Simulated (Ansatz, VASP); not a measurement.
**One calculation of Ga16H, two programs**

```
Ga H
1.0
    -5.80000    0.00000    0.00000
     0.00000   -8.13000    0.00000
     0.00000    0.00000    6.34000
Ga H
16 1
Direct
  0.52338 0.85700 0.11380
  0.49945 0.13464 0.35028
  0.53035 0.87623 0.61705
  0.49636 0.13635 0.87343
  0.20700 0.37015 0.18879
  0.25400 0.65421 0.39773
  0.24136 0.36007 0.62957
  0.28302 0.63881 0.85468
  0.02261 0.86758 0.12575
  0.97345 0.13134 0.40095
  0.02749 0.88051 0.64469
  0.00473 0.14941 0.91223
  0.72241 0.38309 0.12227
  0.76972 0.64216 0.38121
  0.73893 0.36399 0.62684
  0.79329 0.63848 0.85384
  0.40745 0.48086 0.02683
```

Alike in both runs: functional PBE; dispersion D3(BJ); k mesh 3 × 2 × 3; occupations fermi-dirac, width 0.1 eV; no spin polarisation.

Ansatz relaxed the structure, and its values are those at the end. VASP's run is a single point on that final structure, the one shown.

|  | VASP | Ansatz |
| --- | --- | --- |
| version | VASP 6.6.1 | Ansatz 0.2.0 |
| potentials or method | VASP PAW PBE potentials, release 64 (Ga_d, H), cutoff 520 eV | scalar-relativistic, plane waves, PAW |
| valence electrons in the cell | 209 | 209 |

```csv
,VASP,Ansatz,Ansatz less VASP
rms of the force components (eV/Å),0.026,0.025,-0.0006
```

The k mesh is coarse, so the values compare programs but aren't converged.
